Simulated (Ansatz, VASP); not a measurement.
# One calculation of GaSb, two programs

```
CELL_PARAMETERS angstrom
4.32608 0.00000 0.00000
2.16304 3.74649 0.00000
2.16304 1.24883 3.53223
ATOMIC_POSITIONS crystal
Ga 0.00000 0.00000 0.00000
Sb 0.25000 0.25000 0.25000
```

Alike in both runs: task relaxation of cell and atoms; functional r2SCAN; dispersion D4; k mesh 6 × 6 × 6; no spin polarisation.

```csv
,VASP,Ansatz
version,VASP 6.6.1,Ansatz 0.2.0
potentials or method,"VASP PAW PBE potentials, release 64 (Ga_d, Sb)","plane waves, PAW"
plane-wave cutoff (eV),550,500
occupations,"gaussian, width 0.01 eV",fixed
valence electrons in the cell,18,28
```

```tsv
	VASP	Ansatz	Ansatz less VASP
relaxed volume (Å³/atom)	28.47	28.44	-0.034
relaxed cell length with the largest relative difference (Å)	4.318	4.317	-0.0017
```

VASP's potentials were made for PBE, not for r2SCAN. VASP's potentials hold 18 valence electrons a cell and Ansatz's 28, so a difference there can come from the potentials and not from the codes.

Neither program's run includes spin-orbit coupling.
